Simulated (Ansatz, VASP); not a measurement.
One calculation of ZrC, two programs

The input INCAR:

```
PREC = Accurate ; ENCUT = 520
EDIFF = 1E-6 ; ISMEAR = -1
SIGMA = 0.05 ; LREAL = False
LASPH = True ; NELM = 60
ALGO = Normal ; ISIF = 2
LWAVE = False ; LCHARG = False
GGA = PE ; NBANDS = 15
```

KPOINTS

```
Automatic mesh
0
Gamma
  15 15 15
```

File POSCAR:

```
ZrC
1.0
    0.0000000000      2.3986730369      2.2562016000
    2.3986730369      0.0000000000      2.2562016000
    2.3986730369      2.3986730369      0.0000000000
Zr C
1 1
Direct
    0.5000000000      0.5000000000      0.5000000000
    0.0000000000      0.0000000000      0.0000000000
```

Input for Ansatz:

```yaml
crystal:
  lattice:
    - [0.0, 2.3986730369, 2.2562016]
    - [2.3986730369, 0.0, 2.2562016]
    - [2.3986730369, 2.3986730369, 0.0]
  atoms:
    - { symbol: Zr, position: [0.5, 0.5, 0.5] }
    - { symbol: C, position: [0.0, 0.0, 0.0] }
kpoints:
  mp_grid: { grid: [15, 15, 15] }
scf:
  occupations: { method: fermi_dirac, width: 0.05 }
hamiltonian:
  xc: pbe
  pseudopotentials: { kind: all_electron, lapw: { basis_error: 0.00025 } }
output:
  forces: true
  stress: true
  eigenvalues: true
```

Change from the starting cell: z stretched by -4 % at fixed volume.

Alike in both runs: task single point; functional PBE; k mesh 15 × 15 × 15; occupations fermi-dirac, width 0.05 eV; no spin polarisation.

|  | VASP | Ansatz |
| --- | --- | --- |
| version | VASP 6.6.1 | Ansatz 0.2.0 |
| potentials or method | VASP PAW PBE potentials, release 64 (Zr_sv, C), cutoff 520 eV | all-electron LAPW, scalar-relativistic |

Ansatz gave:

| Property | Result |
| --- | --- |
| pressure (GPa) | 2.8 |
| traceless stress, the component that is largest in VASP (GPa) | 16.28 |

Task: Which values does VASP return?

Result: Pressure (GPa): 3.0; traceless stress, the component that is largest in VASP (GPa): 16.36.

Ansatz ran all-electron here, and VASP with PAW potentials.
